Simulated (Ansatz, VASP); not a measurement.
**One calculation of Mn3Si, two programs**

```
Mn Si
1.0
     0.00000    2.86100    2.86100
     2.86100    0.00000    2.86100
     2.86100    2.86100    0.00000
Mn Si
3 1
Cartesian
  2.8610 2.8610 2.8610
  1.4305 1.4305 1.4305
  4.2915 4.2915 4.2915
  0.0000 0.0000 0.0000
```

Alike in both runs: task relaxation of cell and atoms; functional BLYP; dispersion D3(BJ); k mesh 10 × 10 × 10; collinear spin.

|  | VASP | Ansatz |
| --- | --- | --- |
| version | VASP 6.6.1 | Ansatz 0.2.0 |
| potentials or method | VASP PAW PBE potentials, release 64 (Mn_pv, Si), cutoff 600 eV | plane waves, PAW |
| occupations | methfessel-paxton of order 1, width 0.02 eV | cold, width 0.02 eV |
| valence electrons in the cell | 43 | 49 |

|  | VASP | Ansatz | Ansatz less VASP |
| --- | --- | --- | --- |
| net moment per atom (μB) | 0.26 | 0.26 | 0.000 |
| size of the moment on the site where the two differ most (μB) | 2.30 | 2.21 | -0.093 |
| relaxed volume (Å³/atom) | 10.92 | 10.90 | -0.019 |
| relaxed cell length with the largest relative difference (Å) | 3.953 | 3.951 | -0.0023 |

VASP's potentials were made for PBE, not for BLYP. Site moments also hang on the region over which each program counts them. VASP's potentials hold 43 valence electrons a cell and Ansatz's 49, so a difference there can come from the potentials and not from the codes. Ansatz's warnings: seeded moment not kept, stress scf threshold loose.
